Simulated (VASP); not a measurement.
# Hg (C2/m) in VASP: single point with PBE

Aim: the single point of Hg with PBE.

All numbers are computed with VASP 6.6.1; they aren't measurements. Logs are shortened: lines on timing, memory, paths and dates and some standing lists are left out, and cuts for length are marked.

## (1) The cell of the first run

Symmetry: C2/m, No. 12, monoclinic system. Conventional cell: a = 4.249 Å, b = 5.345 Å, c = 3.583 Å, α = 90.00°, β = 126.18°, γ = 90.00°. Hg (site symmetry 2/m) has 14 Hg at 3.41 to 4.25 Å within 4.5 Å.

## (2) Single point, PBE

File INCAR:

```
SYSTEM = Hg
  PREC = Accurate
  ENCUT = 520
  EDIFF = 1E-7
  ISMEAR = 0
  SIGMA = 0.05
  LREAL = .FALSE.
  LASPH = .TRUE.
  NELM = 100
  ALGO = Normal
  ISIF = 2
  LWAVE = .FALSE.
  LCHARG = .TRUE.
  GGA = PE
  LELF = .TRUE.
  LVHAR = .TRUE.
  NBANDS = 12
```

File KPOINTS:

```
Automatic mesh
0
G
  14 14 14
  0 0 0
```

File POSCAR:

```
Hg
1.0
    2.1243184900     -2.6725825000      0.0000000000
    2.1243184900      2.6725825000      0.0000000000
   -2.1151288100      0.0000000000      2.8921990000
Hg
1
Direct
    0.0000000000      0.0000000000      0.0000000000
```

Potentials or basis: VASP PAW PBE potentials, release 64 (Hg).

Command:

```
$ cat potpaw_PBE.64/Hg/POTCAR > POTCAR
$ mpirun -np 1 vasp_std > vasp.out
```

OUTCAR:

```text
SYSTEM = Hg
   PREC = Accurate
   ENCUT = 520
   EDIFF = 1E-7
   ISMEAR = 0
   LREAL = .FALSE.
   LASPH = .TRUE.
   NELM = 100
   ISIF = 2
   GGA = PE

 ion  position               nearest neighbor table
   1  0.000  0.000  0.000-

  LATTYP: Found a base centered monoclinic cell.
 ALAT       =     4.2486369800
 B/A-ratio  =     1.2580893649
 C/A-ratio  =     0.8433521462
 COS(beta)  =    -0.5903074189

  Lattice vectors:

 A1 = (   2.1243184900,  -2.6725825000,   0.0000000000)
 A2 = (   2.1243184900,   2.6725825000,   0.0000000000)
 A3 = (  -2.1151288100,   0.0000000000,   2.8921990000)

Analysis of symmetry for initial positions (statically):
=====================================================================
 Subroutine PRICEL returns:
 Original cell was already a primitive cell.

 Routine SETGRP: Setting up the symmetry group for a
 base centered monoclinic supercell.

 Subroutine GETGRP returns: Found  4 space group operations
 (whereof  4 operations were pure point group operations)
 out of a pool of  4 trial point group operations.

The static configuration has the point symmetry C_2h.

Analysis of symmetry for dynamics (positions and initial velocities):
=====================================================================
 Subroutine PRICEL returns:
 Original cell was already a primitive cell.

 Routine SETGRP: Setting up the symmetry group for a
 base centered monoclinic supercell.

 Subroutine GETGRP returns: Found  4 space group operations
 (whereof  4 operations were pure point group operations)
 out of a pool of  4 trial point group operations.

The dynamic configuration has the point symmetry C_2h.

 Subroutine INISYM returns: Found  4 space group operations
 (whereof  4 operations are pure point group operations),
 and found     1 'primitive' translations

----------------------------------------------------------------------------------------

                                     Primitive cell

  volume of cell :      32.8404

  direct lattice vectors                    reciprocal lattice vectors
     2.124318490 -2.672582500  0.000000000     0.235369603 -0.187084964  0.172130973
     2.124318490  2.672582500  0.000000000     0.235369603  0.187084964  0.172130973
    -2.115128810  0.000000000  2.892199000     0.000000000  0.000000000  0.345757674

  length of vectors
     3.414004433  3.414004433  3.583097115     0.346451592  0.346451592  0.345757674

  position of ions in fractional coordinates (direct lattice)
     0.000000000  0.000000000  0.000000000

  ion indices of the primitive-cell ions
   primitive index   ion index
                 1           1

----------------------------------------------------------------------------------------

 KPOINTS: Automatic mesh

Automatic generation of k-mesh.
 Grid dimensions read from file:
 generate k-points for:   14   14   14

 Generating k-lattice:

  Cartesian coordinates                     Fractional coordinates (reciprocal lattice)
     0.016812115 -0.013363212  0.012295070     0.071428571  0.000000000  0.000000000
     0.016812115  0.013363212  0.012295070     0.000000000  0.071428571  0.000000000
     0.000000000  0.000000000  0.024696977     0.000000000  0.000000000  0.071428571

  Length of vectors
     0.024746542  0.024746542  0.024696977

  Shift w.r.t. Gamma in fractional coordinates (k-lattice)
     0.000000000  0.000000000  0.000000000

 Subroutine IBZKPT returns following result:
 ===========================================

 Found    744 irreducible k-points:

 Following reciprocal coordinates:
            Coordinates               Weight
  0.000000  0.000000  0.000000      1.000000
  0.071429 -0.000000 -0.000000      4.000000
  0.142857 -0.000000  0.000000      4.000000
  0.214286 -0.000000 -0.000000      4.000000
  0.285714 -0.000000 -0.000000      4.000000
  0.357143 -0.000000 -0.000000      4.000000
[... 16 lines left out ...]
  0.214286  0.142857 -0.000000      4.000000
  0.285714  0.142857 -0.000000      4.000000
 [... further k-points ...]
   k-points           NKPTS =    744   k-points in BZ     NKDIM =    744   number of bands    NBANDS=     12
   number of dos      NEDOS =    301   number of ions     NIONS =      1
   total plane-waves  NPLWV =  21952
   dimension x,y,z NGX =    28 NGY =   28 NGZ =   28
   dimension x,y,z NGXF=    56 NGYF=   56 NGZF=   56
   ions per type =               1
   NGX,Y,Z   is equivalent  to a cutoff of  13.63, 13.63, 12.99 a.u.
   NGXF,Y,Z  is equivalent  to a cutoff of  27.27, 27.27, 25.98 a.u.
 SYSTEM =  Hg
   PREC   = accura    normal or accurate (medium, high low for compatibility)
   ISTART =      0    job   : 0-new  1-cont  2-samecut
   ICHARG =      2    charge: 1-file 2-atom 10-const
   ISPIN  =      1    spin polarized calculation?
   LNONCOLLINEAR =      F non collinear calculations
   LSORBIT =      F    spin-orbit coupling
   LASPH  =      T    aspherical Exc in radial PAW
   ENCUT  =  520.0 eV  38.22 Ry    6.18 a.u.   6.35  6.35  6.66*2*pi/ulx,y,z
   NELM   =    100;   NELMIN=  2; NELMDL= -5     # of ELM steps
   EDIFF  = 0.1E-06   stopping-criterion for ELM
   LREAL  =      F    real-space projection
   EDIFFG = 0.1E-05   stopping-criterion for IOM
   NSW    =      0    number of steps for IOM
   IBRION =     -1    ionic relax: 0-MD 1-quasi-New 2-CG
   NFREE  =      0    steps in history (QN), initial steepest desc. (CG)
   ISIF   =      2    stress and relaxation
   ISYM   =      2    0-nonsym 1-usesym 2-fastsym
   POTIM  = 0.5000    time-step for ionic-motion
   TEBEG  =    0.0;   TEEND  =   0.0 temperature during run
   PSTRESS=    0.0 pullay stress
   NELECT =      12.0000    total number of electrons
   NUPDOWN=      -1.0000    fix difference up-down
   EMIN   =  10.00;   EMAX   =-10.00  energy-range for DOS
   EFERMI =   0.00;   METHOD = LEGACY
   ISMEAR =     0;   SIGMA  =   0.05  broadening in eV -4-tet -1-fermi 0-gaus
   EFERMI_NEDOS =   21; number of points for ismear=-14 and -15
   IALGO  =     38    algorithm
   IMIX   =      4    mixing-type and parameters
     AMIX     =   0.40;   BMIX     =  1.00
     AMIX_MAG =   1.60;   BMIX_MAG =  1.00
  volume/ion in A,a.u.               =      32.84       221.62
  Fermi-wavevector in a.u.,A,eV,Ry     =   1.170395  2.211725 18.637577  1.369823
  Thomas-Fermi vector in A             =   2.306854
   LORBIT       =      0    0 simple, 1 ext, 2 COOP (PROOUT), +10 PAW based schemes
   GGA     = PE    functional components
   LHFCALC =     F    Hartree Fock is set to
   AEXX    =    0.0000 exact exchange contribution
   IVDW    =     0    specifies the selected vdW correction
   LEPSILON=     F    determine dielectric tensor
   LRPA    =     F    only Hartree local field effects (RPA)
 non-spin polarized calculation
 Gauss-broadening in eV      SIGMA  =   0.05
  energy-cutoff  :      520.00
  volume of cell :       32.84
 maximum number of plane-waves:       897
 NGX is ok and might be reduce to    28
   NGX = 13   NGY = 13   NGZ = 13

 number of electron      11.9999998 magnetization

 Free energy of the ion-electron system (eV)
  ---------------------------------------------------
  ext. energy  EPLUGINS =         0.00000000
  ---------------------------------------------------
  free energy    TOTEN  =        -0.17311294 eV

  energy without entropy =       -0.17288538  energy(sigma->0) =       -0.17299916

 E-fermi :   0.6877     XC(G=0):  -9.0992

 val. band max:        0.6811125955   @ k =   0.5000   0.0714   0.4286
 cond. band min:       0.6901160789   @ k =   0.4286   0.0714   0.0714
 fundamental gap:      0.0090034834
 Fermi energy:         0.6876907270

 k-point     1 :       0.0000    0.0000    0.0000
  band No.  band energies     occupation
      1      -6.1761      2.00000
      2      -5.8332      2.00000
      3      -5.6179      2.00000
      4      -5.5920      2.00000
      5      -5.2821      2.00000
      6      -5.1630      2.00000
      7      12.3815      0.00000
      8      12.5755      0.00000
      9      12.9694      0.00000
     10      14.1369      0.00000
     11      14.4233      0.00000
     12      16.5340      0.00000

 k-point     2 :       0.0714   -0.0000   -0.0000
  band No.  band energies     occupation
      1      -6.0791      2.00000
      2      -5.8149      2.00000
      3      -5.6199      2.00000
      4      -5.5719      2.00000
      5      -5.2880      2.00000
      6      -5.1705      2.00000
      7      11.4490      0.00000
      8      12.1618      0.00000
      9      12.7116      0.00000
     10      13.9029      0.00000
     11      14.2981      0.00000
     12      16.1694      0.00000

 k-point     3 :       0.1429   -0.0000    0.0000
  band No.  band energies     occupation
      1      -5.9090      2.00000
      2      -5.6969      2.00000
      3      -5.6109      2.00000
      4      -5.4808      2.00000
      5      -5.2982      2.00000
      6      -5.1877      2.00000
      7       9.3429      0.00000
      8      11.3690      0.00000
      9      12.3122      0.00000
     10      13.5106      0.00000
     11      14.3672      0.00000
     12      15.5830      0.00000
[... 286 lines left out ...]
 k-point    23 :       0.2143    0.1429   -0.0000
  band No.  band energies     occupation
      1      -5.7721      2.00000
      2      -5.7450      2.00000
      3      -5.3713      2.00000
      4      -5.3442      2.00000
      5      -5.2473      2.00000
      6      -4.0606      2.00000
      7       5.4126      0.00000
      8       7.8498      0.00000
      9       9.7349      0.00000
     10      13.8100      0.00000
     11      14.9183      0.00000
     12      18.0621      0.00000

 k-point    24 :       0.2857    0.1429   -0.0000
  band No.  band energies     occupation
      1      -5.8264      2.00000
      2      -5.7709      2.00000
      3      -5.3247      2.00000
      4      -5.2882      2.00000
      5      -5.1844      2.00000
      6      -3.1791      2.00000
      7       3.6324      0.00000
      8       7.2950      0.00000
      9       9.2559      0.00000
     10      13.5283      0.00000
     11      15.8594      0.00000
     12      17.5560      0.00000

 [... further k-points ...]

------------------------ aborting loop because EDIFF is reached ----------------------------------------

  FORCE on cell =-STRESS in cart. coord.  units (eV):
  Direction    XX          YY          ZZ          XY          YZ          ZX
  --------------------------------------------------------------------------------------
  -------------------------------------------------------------------------------------
  Total       -0.1012523     -0.0507851     -0.1506227      0.0000000      0.0000000     -0.0000999
  in kB       -4.9397666     -2.4776382     -7.3483882      0.0000000      0.0000000     -0.0048748
  external PRESSURE =      -4.9219310 kB  Pullay stress =       0.0000000 kB

 VOLUME and BASIS-vectors are now :
 -----------------------------------------------------------------------------
  energy-cutoff  :      520.00
  volume of cell :       32.84
      direct lattice vectors                 reciprocal lattice vectors
     2.124318490 -2.672582500  0.000000000     0.235369603 -0.187084964  0.172130973
     2.124318490  2.672582500  0.000000000     0.235369603  0.187084964  0.172130973
    -2.115128810  0.000000000  2.892199000     0.000000000  0.000000000  0.345757674

 POSITION                                       TOTAL-FORCE (eV/Angst)
 -----------------------------------------------------------------------------------
      0.00000      0.00000      0.00000        -0.000000      0.000000      0.000000
 -----------------------------------------------------------------------------------
    total drift:                                0.000000      0.000000     -0.000000

  FREE ENERGIE OF THE ION-ELECTRON SYSTEM (eV)
  ---------------------------------------------------
  free  energy   TOTEN  =        -0.1731129360 eV

  energy  without entropy=       -0.1728853848  energy(sigma->0) =       -0.17299916
```

Wall time 3 min (1 thread of Intel Xeon Platinum 8259CL at 2.50GHz (Skylake/Cascade Lake), shared host); peak memory 0.38 GiB.

Results:

* Free energy: -0.1731 eV
* Pressure: -0.5 GPa
* Band gap on the k mesh: zero (band 6 reaches 1.59 eV, above the bottom of band 7 at 0.33 eV)

Levels at points of the mesh, in eV from the Fermi level:
| k point | band 3 | band 4 | band 5 | band 6 | band 7 | band 8 | band 9 | band 10 |
| --- | --- | --- | --- | --- | --- | --- | --- | --- |
| (0.00, 0.00, 0.00) | -6.31 | -6.28 | -5.97 | -5.85 | 11.69 | 11.89 | 12.28 | 13.45 |
| (0.50, 0.00, 0.00) | -6.02 | -5.87 | -5.61 | -2.08 | -0.36 | 7.70 | 9.70 | 11.72 |
| (0.50, 0.50, 0.00) | -5.92 | -5.90 | -5.49 | -1.19 | 0.14 | 6.56 | 7.83 | 10.48 |
| (0.00, 0.00, 0.50) | -5.82 | -5.81 | -5.63 | -2.23 | -0.35 | 7.60 | 8.40 | 11.32 |
| (0.50, 0.00, 0.50) | -6.02 | -5.87 | -5.60 | -2.06 | -0.34 | 7.65 | 9.71 | 11.67 |
| (0.50, 0.50, 0.50) | -5.75 | -5.69 | -5.54 | 0.90 | 2.72 | 3.85 | 4.33 | 8.21 |

Caveat: spin-orbit coupling is left out, which moves the levels of the heavy elements.
